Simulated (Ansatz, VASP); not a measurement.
## Co in VASP and in Ansatz

INCAR

```
SYSTEM = Co
  PREC = Accurate
  ENCUT = 600
  EDIFF = 1E-7
  ISMEAR = -1
  SIGMA = 0.1
  LREAL = .False.
  LASPH = .True.
  NELM = 120
  ALGO = Normal
  ISIF = 3
  LWAVE = .False.
  LCHARG = .False.
  GGA = RP
  IBRION = 2
  NSW = 80
  EDIFFG = -0.01
  GGA_COMPAT = .False.
  NELMIN = 4
```

The input KPOINTS:

```
regular mesh
0
Gamma
  14 14 14
  0 0 0
```

POSCAR

```
Co
1.0
    2.2868488050      0.0000000000      0.0000000000
    0.0000000000      2.2868488050      0.0000000000
    0.0000000000      0.0000000000      2.2868488050
Co
1
Direct
    0.0000000000      0.0000000000      0.0000000000
```

Input for Ansatz:

```yaml
crystal:
  lattice:
    - [2.286848805, 0.0, 0.0]
    - [0.0, 2.286848805, 0.0]
    - [0.0, 0.0, 2.286848805]
  atoms:
    - { symbol: Co, position: [0.0, 0.0, 0.0] }
hamiltonian:
  xc: rpbe
  pseudopotentials:
    kind: paw
    azcp:
      Co: "pseudopotentials/Co.paw.azcp"
basis:
  ecutwfc: 420
  fft_grid_basis: typed
kpoints:
  mp_grid: { grid: [14, 14, 14], shift: [0, 0, 0] }
magnetization:
  spin_polarized: false
scf:
  occupations: { method: fermi_dirac, width: 0.1 }
relax:
  max_steps: 60
  f_tol: 0.01
  cell: {}
output:
  write_density: true
  write_potential: true
  elf: true
  volumetric_format: npy
```

Alike in both runs: task relaxation of cell and atoms; functional RPBE; k mesh 14 × 14 × 14; occupations fermi-dirac, width 0.1 eV; no spin polarisation.

|  | VASP | Ansatz |
| --- | --- | --- |
| version | VASP 6.6.1 | Ansatz 0.2.0 |
| potentials or method | VASP PAW PBE potentials, release 64 (Co), cutoff 600 eV | plane waves (420 eV) with PAW, scalar-relativistic |
| valence electrons in the cell | 9 | 17 |

|  | VASP | Ansatz | Ansatz less VASP |
| --- | --- | --- | --- |
| relaxed volume (Å³/atom) | 12.21 | 12.26 | +0.050 |
| relaxed cell length with the largest relative difference (Å) | 2.303 | 2.306 | +0.0031 |

VASP's potentials were made for PBE, not for RPBE. VASP's potentials hold 9 valence electrons a cell and Ansatz's 17, so a difference there can come from the potentials and not from the codes.
